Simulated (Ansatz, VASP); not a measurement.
**Ti in VASP and in Ansatz**

```xyz
1
Lattice="0.0000 2.0300 2.0909 2.0300 0.0000 2.0909 2.0300 2.0300 0.0000" Properties=species:S:1:pos:R:3 pbc="T T T"
Ti    0.0000    0.0000    0.0000
```

Change from the starting cell: zz strain of +3 %, crystal datasets.

Alike in both runs: task electric field gradients; functional LDA; k mesh 15 × 15 × 15; occupations fermi-dirac, width 0.05 eV; no spin polarisation.

|  | VASP | Ansatz |
| --- | --- | --- |
| version | VASP 6.6.1 | Ansatz 0.2.0 |
| potentials or method | VASP PAW LDA potentials, release 64 (Ti_sv), cutoff 520 eV | all-electron PAW with datasets made for the crystal, scalar-relativistic |

VASP gave:

| Property | Result |
| --- | --- |
| pressure (GPa) | -7.9 |
| traceless stress, the component that is largest in VASP (GPa) | -0.58 |
| size of Vzz on the site where it differs most (V/Å²) | 3.2 |

Question: Which values does Ansatz return?

Answer: Pressure (GPa): -7.8; traceless stress, the component that is largest in VASP (GPa): -0.58; size of Vzz on the site where it differs most (V/Å²): 3.3.

LDA's correlation is that of Perdew and Zunger in VASP and of Perdew and Wang (1992) in Ansatz. Ansatz ran all-electron here, and VASP with PAW potentials.
